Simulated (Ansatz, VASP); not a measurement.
**Mg4S: VASP beside Ansatz**

```
CELL_PARAMETERS angstrom
3.17885 -5.57472 0.00000
3.17885 5.57472 0.00000
0.00000 0.00000 6.22820
ATOMIC_POSITIONS crystal
Mg 0.21968 0.48146 0.18157
Mg 0.51854 0.78032 0.81843
Mg 0.71968 0.98146 0.31843
Mg 0.01854 0.28032 0.68157
Mg 0.28032 0.01854 0.31843
Mg 0.98146 0.71968 0.68157
Mg 0.78032 0.51854 0.18157
Mg 0.48146 0.21968 0.81843
S 0.00000 0.00000 0.00000
S 0.50000 0.50000 0.50000
```

Change from the starting cell: species swapped into the Sn4Pt type (Ccce, No. 68).

Alike in both runs: functional PBE; k mesh 3 × 3 × 3; occupations gaussian, width 0.2 eV; no spin polarisation.

Ansatz relaxed the structure, and its values are those at the end. VASP's run is a single point on that final structure, the one shown.

|  | VASP | Ansatz |
| --- | --- | --- |
| version | VASP 6.6.1 | Ansatz 0.2.0 |
| potentials or method | VASP PAW PBE potentials, release 64 (Mg, S), cutoff 600 eV | scalar-relativistic, plane waves, PAW |
| valence electrons in the cell | 28 | 92 |

VASP gave:

| Item | Value |
| --- | --- |
| gap on the k mesh at the Fermi level (eV) | none |
| pressure (GPa) | -0.2 |
| rms of the force components (eV/Å) | 0.030 |

Task: What did Ansatz give for the same quantities?

Result: gap on the k mesh at the Fermi level (eV): none; pressure (GPa): -0.1; rms of the force components (eV/Å): 0.029.

A gap of «none» marks a metal or a gap that the smearing closes. VASP's potentials hold 28 valence electrons a cell and Ansatz's 92, so a difference there can come from the potentials and not from the codes.

The k mesh is coarse, so the values compare programs but aren't converged.
